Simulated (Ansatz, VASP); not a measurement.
**One calculation of PdCl4, two programs**

```
Pd Cl
1.0
    -3.57343    3.57343    2.74156
     3.57343   -3.57343    2.74156
     3.57343    3.57343   -2.74156
Pd Cl
1 4
Direct
  0.00000 0.00000 0.00000
  0.77303 0.77303 0.54606
  0.22697 0.77303 0.00000
  0.77303 0.22697 0.00000
  0.22697 0.22697 0.45394
```

Alike in both runs: functional PBE; k mesh 8 × 8 × 8; occupations gaussian, width 0.1 eV; no spin polarisation.

Ansatz relaxed the structure, and its values are those at the end. VASP's run is a single point on that final structure, the one shown.

|  | VASP | Ansatz |
| --- | --- | --- |
| version | VASP 6.6.1 | Ansatz 0.2.0 |
| potentials or method | VASP PAW PBE potentials, release 64 (Pd, Cl), cutoff 520 eV | scalar-relativistic, plane waves, PAW |
| valence electrons in the cell | 38 | 46 |

VASP gave:

| Item | Value |
| --- | --- |
| gap on the k mesh at the Fermi level (eV) | none |
| pressure (GPa) | -0.2 |
| rms of the force components (eV/Å) | 0.016 |

Q: What did Ansatz give for the same quantities?

A: gap on the k mesh at the Fermi level (eV): none; pressure (GPa): 0.0; rms of the force components (eV/Å): 0.000.

A gap of «none» marks a metal or a gap that the smearing closes. VASP's potentials hold 38 valence electrons a cell and Ansatz's 46, so a difference there can come from the potentials and not from the codes.
